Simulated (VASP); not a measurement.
# Cd (Im-3m) in VASP: further runs

Cd is run at these levels: PBEsol; tasks: single point, relaxation of cell and atoms.

All numbers are computed with VASP 6.6.1; they aren't measurements. Logs are shortened: lines on timing, memory, paths and dates and some standing lists are left out, and cuts for length are marked.

## 1. The cell of the first run

It takes space group Im-3m (No. 229, cubic). The conventional cell has a = 3.498 Å, b = 3.498 Å, c = 3.498 Å, α = 90.00°, β = 90.00°, γ = 90.00°. Within 4.0 Å of Cd (site symmetry m-3m) lie 14 Cd at 3.03 to 3.50 Å.

## 2. Single point, PBEsol

The input, INCAR:

```
SYSTEM = Cd
PREC = Accurate
ENCUT = 520
EDIFF = 1E-6
ISMEAR = -1
SIGMA = 0.05
LREAL = .False.
LASPH = .True.
NELM = 60
ALGO = Normal
ISIF = 2
LWAVE = .False.
LCHARG = .False.
GGA = PS
NBANDS = 12
```

The input, KPOINTS:

```
Automatic mesh
0
Gamma
  9 9 9
  0 0 0
```

The input, POSCAR:

```
Cd
1.0
   -1.7487620554      1.7487620554      1.7487620554
    1.7487620554     -1.7487620554      1.7487620554
    1.7487620554      1.7487620554     -1.7487620554
Cd
1
Direct
    0.0000000000      0.0000000000      0.0000000000
```

Potentials or basis: VASP PAW PBE potentials, release 64 (Cd).

Started as:

```console
$ cat potpaw_PBE.64/Cd/POTCAR > POTCAR
$ mpirun -np 1 vasp_std > vasp.out
```

OUTCAR:

```text
SYSTEM = Cd
   PREC = Accurate
   ENCUT = 520
   EDIFF = 1E-6
   ISMEAR = -1
   LREAL = .False.
   LASPH = .True.
   NELM = 60
   ISIF = 2
   GGA = PS

 ion  position               nearest neighbor table
   1  0.000  0.000  0.000-

  LATTYP: Found a body centered cubic cell.
 ALAT       =     3.4975241108

  Lattice vectors:

 A1 = (  -1.7487620554,   1.7487620554,   1.7487620554)
 A2 = (   1.7487620554,  -1.7487620554,   1.7487620554)
 A3 = (   1.7487620554,   1.7487620554,  -1.7487620554)

Analysis of symmetry for initial positions (statically):
=====================================================================
 Subroutine PRICEL returns:
 Original cell was already a primitive cell.

 Routine SETGRP: Setting up the symmetry group for a
 body centered cubic supercell.

 Subroutine GETGRP returns: Found 48 space group operations
 (whereof 48 operations were pure point group operations)
 out of a pool of 48 trial point group operations.

The static configuration has the point symmetry O_h .

Analysis of symmetry for dynamics (positions and initial velocities):
=====================================================================
 Subroutine PRICEL returns:
 Original cell was already a primitive cell.

 Routine SETGRP: Setting up the symmetry group for a
 body centered cubic supercell.

 Subroutine GETGRP returns: Found 48 space group operations
 (whereof 48 operations were pure point group operations)
 out of a pool of 48 trial point group operations.

The dynamic configuration has the point symmetry O_h .

 Subroutine INISYM returns: Found 48 space group operations
 (whereof 48 operations are pure point group operations),
 and found     1 'primitive' translations

----------------------------------------------------------------------------------------

                                     Primitive cell

  volume of cell :      21.3920

  direct lattice vectors                    reciprocal lattice vectors
    -1.748762055  1.748762055  1.748762055     0.000000000  0.285916542  0.285916542
     1.748762055 -1.748762055  1.748762055     0.285916542  0.000000000  0.285916542
     1.748762055  1.748762055 -1.748762055     0.285916542  0.285916542  0.000000000

  length of vectors
     3.028944730  3.028944730  3.028944730     0.404347052  0.404347052  0.404347052

  position of ions in fractional coordinates (direct lattice)
     0.000000000  0.000000000  0.000000000

  ion indices of the primitive-cell ions
   primitive index   ion index
                 1           1

----------------------------------------------------------------------------------------

 KPOINTS: Automatic mesh

Automatic generation of k-mesh.
 Grid dimensions read from file:
 generate k-points for:    9    9    9

 Generating k-lattice:

  Cartesian coordinates                     Fractional coordinates (reciprocal lattice)
     0.000000000  0.031768505  0.031768505     0.111111111  0.000000000  0.000000000
     0.031768505  0.000000000  0.031768505     0.000000000  0.111111111  0.000000000
     0.031768505  0.031768505  0.000000000     0.000000000  0.000000000  0.111111111

  Length of vectors
     0.044927450  0.044927450  0.044927450

  Shift w.r.t. Gamma in fractional coordinates (k-lattice)
     0.000000000  0.000000000  0.000000000

 Subroutine IBZKPT returns following result:
 ===========================================

 Found     35 irreducible k-points:

 Following reciprocal coordinates:
            Coordinates               Weight
  0.000000  0.000000  0.000000      1.000000
  0.111111  0.000000  0.000000     12.000000
  0.222222  0.000000  0.000000     12.000000
  0.333333  0.000000  0.000000     12.000000
  0.444444  0.000000  0.000000     12.000000
  0.111111  0.111111  0.000000     24.000000
[... 16 lines left out ...]
 -0.333333  0.444444  0.111111     48.000000
 -0.444444 -0.444444  0.111111     24.000000
 [... further k-points ...]
   k-points           NKPTS =     35   k-points in BZ     NKDIM =     35   number of bands    NBANDS=     12
   number of dos      NEDOS =    301   number of ions     NIONS =      1
   total plane-waves  NPLWV =  13824
   dimension x,y,z NGX =    24 NGY =   24 NGZ =   24
   dimension x,y,z NGXF=    48 NGYF=   48 NGZF=   48
   ions per type =               1
   NGX,Y,Z   is equivalent  to a cutoff of  13.17, 13.17, 13.17 a.u.
   NGXF,Y,Z  is equivalent  to a cutoff of  26.35, 26.35, 26.35 a.u.
 SYSTEM =  Cd
   PREC   = accura    normal or accurate (medium, high low for compatibility)
   ISTART =      0    job   : 0-new  1-cont  2-samecut
   ICHARG =      2    charge: 1-file 2-atom 10-const
   ISPIN  =      1    spin polarized calculation?
   LNONCOLLINEAR =      F non collinear calculations
   LSORBIT =      F    spin-orbit coupling
   LASPH  =      T    aspherical Exc in radial PAW
   ENCUT  =  520.0 eV  38.22 Ry    6.18 a.u.   5.63  5.63  5.63*2*pi/ulx,y,z
   NELM   =     60;   NELMIN=  2; NELMDL= -5     # of ELM steps
   EDIFF  = 0.1E-05   stopping-criterion for ELM
   LREAL  =      F    real-space projection
   EDIFFG = 0.1E-04   stopping-criterion for IOM
   NSW    =      0    number of steps for IOM
   IBRION =     -1    ionic relax: 0-MD 1-quasi-New 2-CG
   NFREE  =      0    steps in history (QN), initial steepest desc. (CG)
   ISIF   =      2    stress and relaxation
   ISYM   =      2    0-nonsym 1-usesym 2-fastsym
   POTIM  = 0.5000    time-step for ionic-motion
   TEBEG  =    0.0;   TEEND  =   0.0 temperature during run
   PSTRESS=    0.0 pullay stress
   NELECT =      12.0000    total number of electrons
   NUPDOWN=      -1.0000    fix difference up-down
   EMIN   =  10.00;   EMAX   =-10.00  energy-range for DOS
   EFERMI =   0.00;   METHOD = LEGACY
   ISMEAR =    -1;   SIGMA  =   0.05  broadening in eV -4-tet -1-fermi 0-gaus
   EFERMI_NEDOS =   21; number of points for ismear=-14 and -15
   IALGO  =     38    algorithm
   IMIX   =      4    mixing-type and parameters
     AMIX     =   0.40;   BMIX     =  1.00
     AMIX_MAG =   1.60;   BMIX_MAG =  1.00
  volume/ion in A,a.u.               =      21.39       144.36
  Fermi-wavevector in a.u.,A,eV,Ry     =   1.350158  2.551428 24.802415  1.822926
  Thomas-Fermi vector in A             =   2.477685
   LORBIT       =      0    0 simple, 1 ext, 2 COOP (PROOUT), +10 PAW based schemes
   GGA     = PS    functional components
   LHFCALC =     F    Hartree Fock is set to
   AEXX    =    0.0000 exact exchange contribution
   IVDW    =     0    specifies the selected vdW correction
   LEPSILON=     F    determine dielectric tensor
   LRPA    =     F    only Hartree local field effects (RPA)
 non-spin polarized calculation
  energy-cutoff  :      520.00
  volume of cell :       21.39
 maximum number of plane-waves:       603
   NGX = 11   NGY = 11   NGZ = 11

 number of electron      11.9999993 magnetization

 Free energy of the ion-electron system (eV)
  ---------------------------------------------------
  ext. energy  EPLUGINS =         0.00000000
  ---------------------------------------------------
  free energy    TOTEN  =        -1.11670646 eV

  energy without entropy =       -1.11168897  energy(sigma->0) =       -1.11419771

 E-fermi :   2.9772     XC(G=0): -11.2720

 val. band max:        2.9761061498   @ k =   0.3333   0.2222   0.1111
 cond. band min:       2.9990652537   @ k =   0.3333   0.2222   0.1111
 fundamental gap:      0.0229591039
 Fermi energy:         2.9772380995

 k-point     1 :       0.0000    0.0000    0.0000
  band No.  band energies     occupation
      1      -6.4055      2.00000
      2      -6.4055      2.00000
      3      -6.4055      2.00000
      4      -6.1659      2.00000
      5      -5.7192      2.00000
      6      -5.7192      2.00000
      7      18.4819      0.00000
      8      18.4819      0.00000
      9      18.4819      0.00000
     10      19.5468      0.00000
     11      19.5468      0.00000
     12      19.5468      0.00000

 k-point     2 :       0.1111    0.0000    0.0000
  band No.  band energies     occupation
      1      -6.4475      2.00000
      2      -6.4135      2.00000
      3      -6.2838      2.00000
      4      -5.8370      2.00000
      5      -5.7261      2.00000
      6      -5.7173      2.00000
      7      15.5515      0.00000
      8      17.3740      0.00000
      9      17.8319      0.00000
     10      18.1082      0.00000
     11      18.5358      0.00000
     12      19.3213      0.00000

 k-point     3 :       0.2222    0.0000    0.0000
  band No.  band energies     occupation
      1      -6.5525      2.00000
      2      -6.5203      2.00000
      3      -5.9621      2.00000
      4      -5.8229      2.00000
      5      -5.7104      2.00000
      6      -4.6642      2.00000
      7      11.0247      0.00000
      8      15.3561      0.00000
      9      15.4551      0.00000
     10      17.4861      0.00000
     11      17.8983      0.00000
     12      20.5068      0.00000
[... 286 lines left out ...]
 k-point    23 :      -0.3333    0.4444    0.1111
  band No.  band energies     occupation
      1      -6.5935      2.00000
      2      -6.4509      2.00000
      3      -6.0653      2.00000
      4      -5.8612      2.00000
      5      -5.4711      2.00000
      6      -0.5862      2.00000
      7       5.6820      0.00000
      8       8.6076      0.00000
      9      13.9393      0.00000
     10      16.7108      0.00000
     11      18.8029      0.00000
     12      22.7495      0.00000

 k-point    24 :      -0.4444   -0.4444    0.1111
  band No.  band energies     occupation
      1      -6.6617      2.00000
      2      -6.4711      2.00000
      3      -6.0928      2.00000
      4      -5.8149      2.00000
      5      -5.3539      2.00000
      6       1.9639      2.00000
      7       2.5560      1.99956
      8       8.1991      0.00000
      9      13.5873      0.00000
     10      17.5633      0.00000
     11      19.2542      0.00000
     12      20.7953      0.00000

 [... further k-points ...]
[... 5 lines left out ...]
  --------------------------------------------------------------------------------------
  -------------------------------------------------------------------------------------
  Total        0.0374491      0.0374491      0.0374491     -0.0000000      0.0000000     -0.0000000
  in kB        2.8047874      2.8047874      2.8047874     -0.0000000      0.0000000     -0.0000000
  external PRESSURE =       2.8047874 kB  Pullay stress =       0.0000000 kB

 VOLUME and BASIS-vectors are now :
 -----------------------------------------------------------------------------
  energy-cutoff  :      520.00
  volume of cell :       21.39
      direct lattice vectors                 reciprocal lattice vectors
    -1.748762055  1.748762055  1.748762055     0.000000000  0.285916542  0.285916542
     1.748762055 -1.748762055  1.748762055     0.285916542  0.000000000  0.285916542
     1.748762055  1.748762055 -1.748762055     0.285916542  0.285916542  0.000000000

 POSITION                                       TOTAL-FORCE (eV/Angst)
 -----------------------------------------------------------------------------------
      0.00000      0.00000      0.00000        -0.000000     -0.000000      0.000000
 -----------------------------------------------------------------------------------
    total drift:                                0.000000      0.000000      0.000000

  FREE ENERGIE OF THE ION-ELECTRON SYSTEM (eV)
  ---------------------------------------------------
  free  energy   TOTEN  =        -1.1167064563 eV

  energy  without entropy=       -1.1116889716  energy(sigma->0) =       -1.11419771
```

Run time: 6.1 s. Hardware: 1 thread of Intel Xeon Platinum 8488C (Sapphire Rapids), shared host; peak memory 0.13 GiB.

What came out:

```
Free energy            : -1.1167 eV
Pressure               : 0.3 GPa
Band gap on the k mesh : zero (band 6 reaches 4.97 eV, above the bottom of band 7 at 2.13 eV)
```

Caveat: the PAW data sets were made with another functional, which shifts forces and pressure a little.

## 3. Relaxation of cell and atoms, PBEsol

This run uses another cell than the first one, of 22.72 Å³/atom, 1.062 times its volume.

The input, INCAR:

```
PREC = Accurate
ENCUT = 600
EDIFF = 1E-6
ISMEAR = -1
SIGMA = 0.05
LREAL = False
LASPH = True
NELM = 80
ALGO = Normal
ISIF = 3
LWAVE = False
LCHARG = False
GGA = PS
IBRION = 2
NSW = 80
EDIFFG = -0.03
```

The input, KPOINTS:

```
regular mesh
0
Gamma
  9 9 9
```

The input, POSCAR:

```
Cd
1.0
   -1.7843200000      1.7843200000      1.7843200000
    1.7843200000     -1.7843200000      1.7843200000
    1.7843200000      1.7843200000     -1.7843200000
Cd
1
Direct
    0.0000000000      0.0000000000      0.0000000000
```

Potentials or basis: VASP PAW PBE potentials, release 64 (Cd).

Started as:

```console
$ cat potpaw_PBE.64/Cd/POTCAR > POTCAR
$ mpirun -np 1 vasp_std > vasp.out
```

Wall time 20 s (1 thread of Intel Xeon Platinum 8488C (Sapphire Rapids), shared host); peak memory 0.16 GiB.

Results (log left out):

```
Free energy                            : -1.1177 eV
Relaxed volume                         : 21.48 Å³/atom
Relaxed cell                           : a = 3.033 Å, b = 3.033 Å, c = 3.033 Å, α = 109.47°, β = 109.47°, γ = 109.47°
Space group after relaxing (to 0.05 Å) : Im-3m (No. 229)
Energy gained by relaxing              : 9.0 meV/atom
Ionic steps                            : 3
Pressure after relaxing                : 0.0 GPa
Band gap on the k mesh                 : zero (band 6 reaches 4.93 eV, above the bottom of band 7 at 2.10 eV)
```

Step by step:
```tsv
step	energy change (eV)	largest force (eV/Å)	pressure (GPa)	volume (Å³)
1	0.0000	0.0000	-2.21	22.72
2	-0.0087	0.0000	-0.47	21.71
3	-0.0090	0.0000	0.00	21.48
```

Final structure:
```xyz
1
Lattice="-1.7511 1.7511 1.7511 1.7511 -1.7511 1.7511 1.7511 1.7511 -1.7511" Properties=species:S:1:pos:R:3 pbc="T T T"
Cd    0.0000    0.0000    0.0000
```

Levels at points of the mesh, in eV from the Fermi level:
| k point | band 3 | band 4 | band 5 | band 6 | band 7 | band 8 | band 9 | band 10 |
| --- | --- | --- | --- | --- | --- | --- | --- | --- |
| (0.00, 0.00, 0.00) | -9.37 | -9.11 | -8.69 | -8.69 | 15.49 | 15.49 | 15.49 | 16.51 |

Caveat: the PAW data sets were made with another functional, which shifts forces and pressure a little.
